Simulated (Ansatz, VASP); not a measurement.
# AlGa3N4 in VASP and in Ansatz

```
Al Ga N
1.0
     4.33822   -0.15494   -0.15494
    -0.15494    4.33822   -0.15494
    -0.15494   -0.15494    4.33822
Al Ga N
1 3 4
Direct
  0.00000 0.00000 0.00000
  0.50000 0.50000 0.00000
  0.50000 0.00000 0.50000
  0.00000 0.50000 0.50000
  0.75481 0.75481 0.24519
  0.75481 0.24519 0.75481
  0.24519 0.75481 0.75481
  0.24519 0.24519 0.24519
```

Change from the starting cell: equal engineering shear yz, xz and xy -0.0700, equal normal strain along x, y and z -0.0200.

Alike in both runs: task single point; functional LDA; k mesh 6 × 6 × 6; occupations gaussian, width 0.05 eV; no spin polarisation.

|  | VASP | Ansatz |
| --- | --- | --- |
| version | VASP 6.6.1 | Ansatz 0.2.0 |
| potentials or method | VASP PAW LDA potentials, release 64 (Al, Ga_d, N), cutoff 520 eV | scalar-relativistic, plane waves, PAW |
| valence electrons in the cell | 62 | 62 |

```csv
,VASP,Ansatz,Ansatz less VASP
gap on the k mesh at the Fermi level (eV),2.51,2.51,-0.001
least direct gap on the mesh (eV),2.51,2.51,-0.001
pressure (GPa),20.8,19.5,-1.31
"traceless stress, the component that is largest in VASP (GPa)",21.13,20.86,-0.271
rms of the force components (eV/Å),1.426,1.392,-0.0335
```

Ansatz warns that its potentials were made for another functional, while VASP's fit it. LDA's correlation is that of Perdew and Zunger in VASP and of Perdew and Wang (1992) in Ansatz. Atom by atom the forces differ by 0.035 eV/Å (rms over components).
